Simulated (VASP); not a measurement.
A run of VASP 6.6.1:

INCAR

```
PREC = Accurate
ENCUT = 600
EDIFF = 1E-6
ISMEAR = 0
SIGMA = 0.1
LREAL = F
LASPH = T
NELM = 80
ALGO = Normal
ISIF = 3
LWAVE = F
LCHARG = F
GGA = PE
IBRION = 2
NSW = 70
EDIFFG = -0.008
PSTRESS = 300.0
```

File KPOINTS:

```
Automatic mesh
0
Gamma
  14 14 14
```

File POSCAR:

```
InAs
1.0
    0.0000000000      2.8223373212      2.8223373212
    2.8223373212      0.0000000000      2.8223373212
    2.8223373212      2.8223373212      0.0000000000
In As
1 1
Direct
    0.7500000000      0.7500000000      0.7500000000
    0.0000000000      0.0000000000      0.0000000000
```

Potentials or basis: VASP PAW PBE potentials, release 64 (In_d, As).

The run is started by

```bash
$ cat potpaw_PBE.64/In_d/POTCAR potpaw_PBE.64/As/POTCAR > POTCAR
$ mpirun -np 1 vasp_std > vasp.out
```

Hardware: 1 thread of Intel(R) Xeon(R) 6975P-C (Granite Rapids), on a shared host.

Q: Estimate the wall time of this run.

A: Wall time 74 s on 1 thread of Intel(R) Xeon(R) 6975P-C (Granite Rapids) (shared host), peak memory 0.25 GiB. Counts: scf iterations 36, k points 104, ion steps 4.
